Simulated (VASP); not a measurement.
Crystal: HfBBr2.

```xyz
4
Lattice="4.9586 0.0000 0.0000 -2.4793 4.2943 0.0000 0.0000 0.0000 4.4075" Properties=species:S:1:pos:R:3 pbc="T T T"
Hf    0.0000    0.0000    2.2037
B     0.0000    0.0000    0.0000
Br    0.0000    2.8629    2.9261
Br    2.4793    1.4314    1.4814
```

| Item | Value |
| --- | --- |
| Program | VASP 6.6.1 |
| Task | relaxation of cell and atoms |
| Functional | PBE |
| Potentials or basis | VASP PAW PBE potentials, release 64 (Hf_pv, B, Br) |
| Cutoff | 600 eV |
| k mesh | 6 × 6 × 4 |
| Occupations | gaussian, width 0.1 eV |
| Spin | no spin polarisation |

At the start: pressure 2.1 GPa; volume 23.46 Å³/atom.

Q: How do energy, volume and symmetry change on relaxing?

A: Over 8 steps the energy falls by 56.6 meV/atom and the volume is 23.40 Å³/atom (-0.2 %); space group P-3m1 (No. 164, to 0.05 Å).

Step by step:
```csv
step,energy change (eV),largest force (eV/Å),pressure (GPa),volume (Å³)
1,0.0000,0.0257,2.06,93.85
2,-0.1953,0.0912,-1.51,97.78
3,-0.1986,0.0854,-1.13,97.32
4,-0.2092,0.1548,-0.05,95.18
5,-0.2093,0.1625,0.07,94.95
6,-0.2118,0.1522,0.07,94.82
7,-0.2185,0.1187,0.07,94.42
8,-0.2263,0.0374,0.03,93.62
```

Final structure:
```
CELL_PARAMETERS angstrom
4.80601 0.00000 0.00000
-2.40301 4.16213 0.00000
0.00000 0.00000 4.68012
ATOMIC_POSITIONS crystal
Hf 0.00000 0.00000 0.50000
B 0.00000 0.00000 0.00000
Br 0.33333 0.66667 0.68296
Br 0.66667 0.33333 0.31704
```

Caveat: an odd number of electrons without spin polarisation forces a metal; a magnetic or distorted state may lie lower.
